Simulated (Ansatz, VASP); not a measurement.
## One calculation of WSe2, two programs

```xyz
6
Lattice="3.2242 0.0000 0.0000 -1.6121 2.7922 0.0000 0.0000 0.0000 12.9700" Properties=species:S:1:pos:R:3 pbc="T T T"
W     0.0000    1.8615    3.2425
W     1.6121    0.9307    9.7275
Se    0.0000    1.8615    8.0544
Se    1.6121    0.9307    1.5694
Se    0.0000    1.8615   11.4006
Se    1.6121    0.9307    4.9156
```

Change from the starting cell: equal xx and yy strain of -2 %, crystal datasets.

Alike in both runs: task electric field gradients; functional PBEsol; k mesh 11 × 11 × 3; occupations fermi-dirac, width 0.08 eV; no spin polarisation.

|  | VASP | Ansatz |
| --- | --- | --- |
| version | VASP 6.6.1 | Ansatz 0.2.0 |
| potentials or method | VASP PAW PBE potentials, release 64 (W_sv, Se), cutoff 520 eV | all-electron PAW with datasets made for the crystal, scalar-relativistic |

VASP gave:

```
pressure (GPa)                                                : 5.0
traceless stress, the component that is largest in VASP (GPa) : -0.63
rms of the force components (eV/Å)                            : 0.184
size of Vzz on the site where it differs most (V/Å²)          : 145.8
```

**Question.** Which values does Ansatz return?

**Answer.** Pressure (GPa): 4.6; traceless stress, the component that is largest in VASP (GPa): -0.75; rms of the force components (eV/Å): 0.154; size of Vzz on the site where it differs most (V/Å²): 153.3.

VASP's potentials were made for PBE, not for PBEsol. Atom by atom the forces differ by 0.030 eV/Å (rms over components). Ansatz ran all-electron here, and VASP with PAW potentials.

Neither program's run includes spin-orbit coupling.
